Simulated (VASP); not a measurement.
# CaC2 (I4/mmm) in VASP: further runs, part 2 of 2

VASP 6.6.1. The steps go on from the part before.

### 3 Single point, LDA (strain +0.050 along x and y, +0.050 along z)

INCAR

```
SYSTEM = CaC2
PREC = Accurate
ENCUT = 520
EDIFF = 1E-7
ISMEAR = 0
SIGMA = 0.05
LREAL = .False.
LASPH = .True.
NELM = 60
ALGO = Normal
ISIF = 2
LWAVE = .False.
LCHARG = .False.
GGA = CA
NBANDS = 16
```

KPOINTS

```
regular mesh
0
Gamma
  10 10 10
  0 0 0
```

POSCAR

```
CaC2
1.0
   -2.0310135294      2.0310135294      3.3622168046
    2.0310135294     -2.0310135294      3.3622168046
    2.0310135294      2.0310135294     -3.3622168046
Ca C
1 2
Direct
    0.0000000000      0.0000000000      0.0000000000
    0.5978927200      0.5978927200      0.0000000000
    0.4021072800      0.4021072800      0.0000000000
```

Potentials or basis: VASP PAW LDA potentials, release 64 (Ca_sv, C).

The run is started by

```console
cat potpaw_LDA.64/Ca_sv/POTCAR potpaw_LDA.64/C/POTCAR > POTCAR
mpirun -np 1 vasp_std > vasp.out
```

OUTCAR:

```text
SYSTEM = CaC2
   PREC = Accurate
   ENCUT = 520
   EDIFF = 1E-7
   ISMEAR = 0
   LREAL = .False.
   LASPH = .True.
   NELM = 60
   ISIF = 2
   GGA = CA

 ion  position               nearest neighbor table
   1  0.000  0.000  0.000-
   2  0.598  0.598  0.000-   3 1.32
   3  0.402  0.402  0.000-   2 1.32

  LATTYP: Found a body centered tetragonal cell.
 ALAT       =     4.0620270588
 C/A-ratio  =     1.6554379161

  Lattice vectors:

 A1 = (  -2.0310135294,   2.0310135294,   3.3622168046)
 A2 = (   2.0310135294,  -2.0310135294,   3.3622168046)
 A3 = (   2.0310135294,   2.0310135294,  -3.3622168046)

Analysis of symmetry for initial positions (statically):
=====================================================================
 Subroutine PRICEL returns:
 Original cell was already a primitive cell.

 Routine SETGRP: Setting up the symmetry group for a
 body centered tetragonal supercell.

 Subroutine GETGRP returns: Found 16 space group operations
 (whereof 16 operations were pure point group operations)
 out of a pool of 16 trial point group operations.

The static configuration has the point symmetry D_4h.

Analysis of symmetry for dynamics (positions and initial velocities):
=====================================================================
 Subroutine PRICEL returns:
 Original cell was already a primitive cell.

 Routine SETGRP: Setting up the symmetry group for a
 body centered tetragonal supercell.

 Subroutine GETGRP returns: Found 16 space group operations
 (whereof 16 operations were pure point group operations)
 out of a pool of 16 trial point group operations.

The dynamic configuration has the point symmetry D_4h.

 Subroutine INISYM returns: Found 16 space group operations
 (whereof 16 operations are pure point group operations),
 and found     1 'primitive' translations

----------------------------------------------------------------------------------------

                                     Primitive cell

  volume of cell :      55.4768

  direct lattice vectors                    reciprocal lattice vectors
    -2.031013529  2.031013529  3.362216805     0.000000000  0.246182506  0.148711409
     2.031013529 -2.031013529  3.362216805     0.246182506  0.000000000  0.148711409
     2.031013529  2.031013529 -3.362216805     0.246182506  0.246182506  0.000000000

  length of vectors
     4.422050854  4.422050854  4.422050854     0.287612429  0.287612429  0.348154639

  position of ions in fractional coordinates (direct lattice)
     0.000000000  0.000000000  0.000000000
     0.597892720  0.597892720  0.000000000
     0.402107280  0.402107280  0.000000000

  ion indices of the primitive-cell ions
   primitive index   ion index
                 1           1
                 2           2
                 3           3

----------------------------------------------------------------------------------------

 KPOINTS: regular mesh

Automatic generation of k-mesh.
 Grid dimensions read from file:
 generate k-points for:   10   10   10

 Generating k-lattice:

  Cartesian coordinates                     Fractional coordinates (reciprocal lattice)
     0.000000000  0.024618251  0.014871141     0.100000000 -0.000000000  0.000000000
     0.024618251  0.000000000  0.014871141    -0.000000000  0.100000000  0.000000000
     0.024618251  0.024618251  0.000000000     0.000000000  0.000000000  0.100000000

  Length of vectors
     0.028761243  0.028761243  0.034815464

  Shift w.r.t. Gamma in fractional coordinates (k-lattice)
     0.000000000  0.000000000  0.000000000

 Subroutine IBZKPT returns following result:
 ===========================================

 Found    102 irreducible k-points:

 Following reciprocal coordinates:
            Coordinates               Weight
  0.000000  0.000000  0.000000      1.000000
  0.100000  0.000000  0.000000      8.000000
  0.200000  0.000000  0.000000      8.000000
  0.300000 -0.000000  0.000000      8.000000
  0.400000 -0.000000  0.000000      8.000000
  0.500000 -0.000000  0.000000      4.000000
[... 16 lines left out ...]
  0.300000  0.300000  0.000000      8.000000
  0.400000  0.300000  0.000000     16.000000
 [... further k-points ...]
   k-points           NKPTS =    102   k-points in BZ     NKDIM =    102   number of bands    NBANDS=     16
   number of dos      NEDOS =    301   number of ions     NIONS =      3
   total plane-waves  NPLWV =  46656
   dimension x,y,z NGX =    36 NGY =   36 NGZ =   36
   dimension x,y,z NGXF=    72 NGYF=   72 NGZF=   72
   ions per type =               1   2
   NGX,Y,Z   is equivalent  to a cutoff of  13.53, 13.53, 13.53 a.u.
   NGXF,Y,Z  is equivalent  to a cutoff of  27.07, 27.07, 27.07 a.u.
 SYSTEM =  CaC2
   PREC   = accura    normal or accurate (medium, high low for compatibility)
   ISTART =      0    job   : 0-new  1-cont  2-samecut
   ICHARG =      2    charge: 1-file 2-atom 10-const
   ISPIN  =      1    spin polarized calculation?
   LNONCOLLINEAR =      F non collinear calculations
   LSORBIT =      F    spin-orbit coupling
   LASPH  =      T    aspherical Exc in radial PAW
   ENCUT  =  520.0 eV  38.22 Ry    6.18 a.u.   8.22  8.22  8.22*2*pi/ulx,y,z
   NELM   =     60;   NELMIN=  2; NELMDL= -5     # of ELM steps
   EDIFF  = 0.1E-06   stopping-criterion for ELM
   LREAL  =      F    real-space projection
   EDIFFG = 0.1E-05   stopping-criterion for IOM
   NSW    =      0    number of steps for IOM
   IBRION =     -1    ionic relax: 0-MD 1-quasi-New 2-CG
   NFREE  =      0    steps in history (QN), initial steepest desc. (CG)
   ISIF   =      2    stress and relaxation
   ISYM   =      2    0-nonsym 1-usesym 2-fastsym
   POTIM  = 0.5000    time-step for ionic-motion
   TEBEG  =    0.0;   TEEND  =   0.0 temperature during run
   PSTRESS=    0.0 pullay stress
   NELECT =      18.0000    total number of electrons
   NUPDOWN=      -1.0000    fix difference up-down
   EMIN   =  10.00;   EMAX   =-10.00  energy-range for DOS
   EFERMI =   0.00;   METHOD = LEGACY
   ISMEAR =     0;   SIGMA  =   0.05  broadening in eV -4-tet -1-fermi 0-gaus
   EFERMI_NEDOS =   21; number of points for ismear=-14 and -15
   IALGO  =     38    algorithm
   IMIX   =      4    mixing-type and parameters
     AMIX     =   0.40;   BMIX     =  1.00
     AMIX_MAG =   1.60;   BMIX_MAG =  1.00
  volume/ion in A,a.u.               =      18.49       124.79
  Fermi-wavevector in a.u.,A,eV,Ry     =   1.124938  2.125824 17.217973  1.265485
  Thomas-Fermi vector in A             =   2.261612
   LORBIT       =      0    0 simple, 1 ext, 2 COOP (PROOUT), +10 PAW based schemes
   GGA     = CA    functional components
   LHFCALC =     F    Hartree Fock is set to
   AEXX    =    0.0000 exact exchange contribution
   IVDW    =     0    specifies the selected vdW correction
   LEPSILON=     F    determine dielectric tensor
   LRPA    =     F    only Hartree local field effects (RPA)
 non-spin polarized calculation
 Gauss-broadening in eV      SIGMA  =   0.05
  energy-cutoff  :      520.00
  volume of cell :       55.48
 maximum number of plane-waves:      1515
 NGX is ok and might be reduce to    36
   NGX = 17   NGY = 17   NGZ = 17

 number of electron      18.0000000 magnetization

 Free energy of the ion-electron system (eV)
  ---------------------------------------------------
  ext. energy  EPLUGINS =         0.00000000
  ---------------------------------------------------
  free energy    TOTEN  =       -21.69303208 eV

  energy without entropy =      -21.69303208  energy(sigma->0) =      -21.69303208

 E-fermi :   0.8723     XC(G=0):  -9.2167

 val. band max:        0.5229388442   @ k =   0.5000   0.5000   0.5000
 cond. band min:       1.9320233368   @ k =   0.5000   0.5000   0.0000
 fundamental gap:      1.4090844925
 Fermi energy:         0.8722695999

 k-point     1 :       0.0000    0.0000    0.0000
  band No.  band energies     occupation
      1     -38.5403      2.00000
      2     -19.8255      2.00000
      3     -19.8255      2.00000
      4     -19.7182      2.00000
      5     -11.6164      2.00000
      6      -1.8891      2.00000
[... 8 lines left out ...]
     15       8.6829      0.00000
     16       8.6829      0.00000
[... 419 lines left out ...]
 k-point    24 :       0.4000    0.3000    0.0000
  band No.  band energies     occupation
      1     -38.5333      2.00000
      2     -19.8859      2.00000
      3     -19.8648      2.00000
      4     -19.7405      2.00000
      5     -11.3127      2.00000
      6      -3.1026      2.00000
[... 8 lines left out ...]
     15       7.6423      0.00000
     16       7.8933      0.00000

 [... further k-points ...]
[... 5 lines left out ...]
  --------------------------------------------------------------------------------------
  -------------------------------------------------------------------------------------
  Total       -2.7579266     -2.7579266     -8.7104249      0.0000000      0.0000000      0.0000000
  in kB      -79.6492966    -79.6492966   -251.5582617      0.0000000      0.0000000      0.0000000
  external PRESSURE =    -136.9522850 kB  Pullay stress =       0.0000000 kB

 VOLUME and BASIS-vectors are now :
 -----------------------------------------------------------------------------
  energy-cutoff  :      520.00
  volume of cell :       55.48
      direct lattice vectors                 reciprocal lattice vectors
    -2.031013529  2.031013529  3.362216805     0.000000000  0.246182506  0.148711409
     2.031013529 -2.031013529  3.362216805     0.246182506  0.000000000  0.148711409
     2.031013529  2.031013529 -3.362216805     0.246182506  0.246182506  0.000000000

 POSITION                                       TOTAL-FORCE (eV/Angst)
 -----------------------------------------------------------------------------------
      0.00000      0.00000      0.00000         0.000000      0.000000      0.000000
      0.00000      0.00000      4.02049         0.000000      0.000000     -3.421201
      0.00000      0.00000      2.70394        -0.000000     -0.000000      3.421201
 -----------------------------------------------------------------------------------
    total drift:                                0.000000      0.000000      0.000000

  FREE ENERGIE OF THE ION-ELECTRON SYSTEM (eV)
  ---------------------------------------------------
  free  energy   TOTEN  =       -21.6930320786 eV

  energy  without entropy=      -21.6930320786  energy(sigma->0) =      -21.69303208
```

OSZICAR:

```text
N       E                     dE             d eps       ncg     rms          rms(c)
DAV:   1     0.109404178589E+03    0.10940E+03   -0.86837E+03  3264   0.104E+03
DAV:   2    -0.182246834326E+02   -0.12763E+03   -0.12285E+03  4288   0.256E+02
DAV:   3    -0.238339123373E+02   -0.56092E+01   -0.55879E+01  4272   0.527E+01
DAV:   4    -0.240911625643E+02   -0.25725E+00   -0.25716E+00  5304   0.947E+00
DAV:   5    -0.240928726399E+02   -0.17101E-02   -0.17099E-02  4256   0.784E-01    0.845E+00
DAV:   6    -0.218662057127E+02    0.22267E+01   -0.50650E+00  3944   0.103E+01    0.397E+00
DAV:   7    -0.217090286200E+02    0.15718E+00   -0.12982E+00  5048   0.534E+00    0.166E+00
DAV:   8    -0.217041657978E+02    0.48628E-02   -0.23992E-01  4160   0.266E+00    0.517E-01
DAV:   9    -0.216927479659E+02    0.11418E-01   -0.44130E-02  4152   0.109E+00    0.135E-01
DAV:  10    -0.216930024639E+02   -0.25450E-03   -0.37028E-03  5272   0.346E-01    0.623E-02
DAV:  11    -0.216930784432E+02   -0.75979E-04   -0.22946E-04  4752   0.858E-02    0.429E-02
DAV:  12    -0.216930332979E+02    0.45145E-04   -0.14759E-04  4176   0.766E-02    0.118E-02
DAV:  13    -0.216930320385E+02    0.12593E-05   -0.19243E-05  4632   0.268E-02    0.303E-03
DAV:  14    -0.216930320786E+02   -0.40042E-07   -0.98054E-07  3888   0.753E-03
   1 F= -.21693032E+02 E0= -.21693032E+02  d E =-.180364E-25
```

stdout:

```text
POSCAR found type information on POSCAR CaC
 POSCAR found :  2 types and       3 ions
 scaLAPACK will be used
 LDA part: xc-table for (Slater(with rela. corr.)+CA(PZ))
 , standard interpolation
 POSCAR, INCAR and KPOINTS ok, starting setup
 FFT: planning ... GRIDC
 FFT: planning ... GRID_SOFT
 FFT: planning ... GRID
 WAVECAR not read
 entering main loop
```

Wall time 5.4 min (1 thread of AMD EPYC 7R13, shared host); peak memory 0.2 GiB.

What came out:

```yaml
Free_energy: -21.6930 eV
Pressure: -13.7 GPa
Largest_force: 3.421 eV/Å
Band_gap_on_the_k_mesh: 1.41 eV, indirect (least direct gap 2.33 eV)
```

Forces in eV/Å, atoms in the order of the input:
```
Ca   0.000  0.000  0.000
C    0.000  0.000 -3.421
C    0.000  0.000  3.421
```

Levels at points of the mesh, in eV from the valence-band top:
| k point | band 5 | band 6 | band 7 | band 8 | band 9 | band 10 | band 11 | band 12 | band 13 | band 14 |
| --- | --- | --- | --- | --- | --- | --- | --- | --- | --- | --- |
| (0.00, 0.00, 0.00) | -12.14 | -2.41 | -2.38 | -0.76 | -0.76 | 3.07 | 3.07 | 4.06 | 4.54 | 5.36 |
| (0.50, 0.00, 0.00) | -11.81 | -3.97 | -2.08 | -1.45 | -0.76 | 4.47 | 5.43 | 5.48 | 5.65 | 5.75 |
| (0.50, 0.50, 0.00) | -11.87 | -3.09 | -2.36 | -1.33 | -0.92 | 1.41 | 5.26 | 5.77 | 6.42 | 6.60 |
| (0.50, 0.50, 0.50) | -11.91 | -4.33 | -1.33 | -1.33 | 0.00 | 3.14 | 4.88 | 5.69 | 6.00 | 6.00 |

Caveat: the cell differs from its parent crystal (strain +0.050 along x and y, +0.050 along z); forces of over 1 eV/Å act on the atoms, so gaps and moduli don't describe the material at rest. A k mesh can miss the band edges.

### 4 Single point, LDA (strain -0.025 along x and y, +0.000 along z)

INCAR

```
SYSTEM = CaC2
  ALGO = Normal
  EDIFF = 1E-6
  ENCUT = 910
  GGA = CA
  GGA_COMPAT = .False.
  ISIF = 2
  ISMEAR = 0
  LASPH = .True.
  LCHARG = .False.
  LREAL = .False.
  LWAVE = .False.
  NBANDS = 16
  NELM = 120
  PREC = Accurate
  SIGMA = 0.05
```

KPOINTS

```
k-points
0
Gamma
  10 10 10
  0 0 0
```

POSCAR

```
CaC2
1.0
   -1.8859411344      1.8859411344      3.2021112425
    1.8859411344     -1.8859411344      3.2021112425
    1.8859411344      1.8859411344     -3.2021112425
Ca C
1 2
Direct
    0.0000000000      0.0000000000      0.0000000000
    0.5978927200      0.5978927200      0.0000000000
    0.4021072800      0.4021072800      0.0000000000
```

Potentials or basis: VASP PAW LDA potentials, release 64 (Ca_sv, C_h).

The run is started by

```console
cat potpaw_LDA.64/Ca_sv/POTCAR potpaw_LDA.64/C_h/POTCAR > POTCAR
mpirun -np 1 vasp_std > vasp.out
```

Run time: 1.9 min. Hardware: 1 thread of Intel Xeon 6975P-C (Granite Rapids), shared host; peak memory 0.32 GiB.

The run converged. Its results:

| Quantity | Value |
| --- | --- |
| Free energy | -22.1922 eV |
| Pressure | -1.9 GPa |
| Largest force | 0.045 eV/Å |
| Band gap on the k mesh | 0.91 eV, indirect (least direct gap 2.05 eV) |

Forces on the atoms (eV/Å):
```
Ca   0.000  0.000  0.000
C    0.000  0.000  0.045
C    0.000  0.000 -0.045
```

Stress tensor (GPa, compression positive):
```
-0.71  0.00  0.00
 0.00 -0.71  0.00
 0.00  0.00 -4.41
```

Levels at points of the mesh, in eV from the valence-band top:
| k point | band 5 | band 6 | band 7 | band 8 | band 9 | band 10 | band 11 | band 12 | band 13 | band 14 |
| --- | --- | --- | --- | --- | --- | --- | --- | --- | --- | --- |
| (0.00, 0.00, 0.00) | -12.94 | -2.93 | -2.14 | -1.06 | -1.06 | 3.02 | 3.02 | 4.06 | 5.31 | 5.90 |
| (0.50, 0.00, 0.00) | -12.37 | -4.43 | -2.53 | -2.02 | -0.96 | 4.73 | 5.83 | 6.08 | 6.33 | 6.35 |
| (0.50, 0.50, 0.00) | -12.57 | -3.00 | -2.88 | -1.73 | -1.14 | 0.91 | 5.44 | 6.59 | 7.34 | 7.69 |
| (0.50, 0.50, 0.50) | -12.64 | -4.64 | -1.69 | -1.69 | 0.00 | 2.96 | 6.05 | 6.30 | 6.49 | 6.49 |

Caveat: the cell differs from its parent crystal (strain -0.025 along x and y, +0.000 along z); the cutoff is under 1.25 times the usual one of these potentials, so pressure, stress and relaxed cells hold a basis-set (Pulay) error. A k mesh can miss the band edges.

### 5 Overview

| potentials or basis | cell | cutoff (eV) | second run | gap on the mesh (eV) | pressure (GPa) | largest force (eV/Å) |
| --- | --- | --- | --- | --- | --- | --- |
| VASP PAW LDA potentials, release 64 (Ca_sv, C) | a = 4.378 Å, angles 126.1, 126.1, 79.7°, 3 atoms | 520 | - | 1.19 | -12.9 | 3.50 |
| VASP PAW LDA potentials, release 64 (Ca_sv, C) | a = 4.422 Å, angles 125.3, 125.3, 81.0°, 3 atoms | 520 | - | 1.41 | -13.7 | 3.42 |
| VASP PAW LDA potentials, release 64 (Ca_sv, C_h) | a = 4.167 Å, angles 126.2, 126.2, 79.6°, 3 atoms | 910 | hard_potentials | 0.91 | -1.9 | 0.04 |

Alike in all rows: task single point; level LDA; no spin polarisation; k mesh 10 × 10 × 10; smearing gaussian 0.05 eV.

Caveats: forces of over 1 eV/Å act on the atoms, so gaps and moduli don't describe the material at rest (some runs); the cutoff is under 1.25 times the usual one of these potentials, so pressure, stress and relaxed cells hold a basis-set (Pulay) error (some runs).

Total energies depend on the potentials used, so only differences within one code and one set of settings carry meaning.
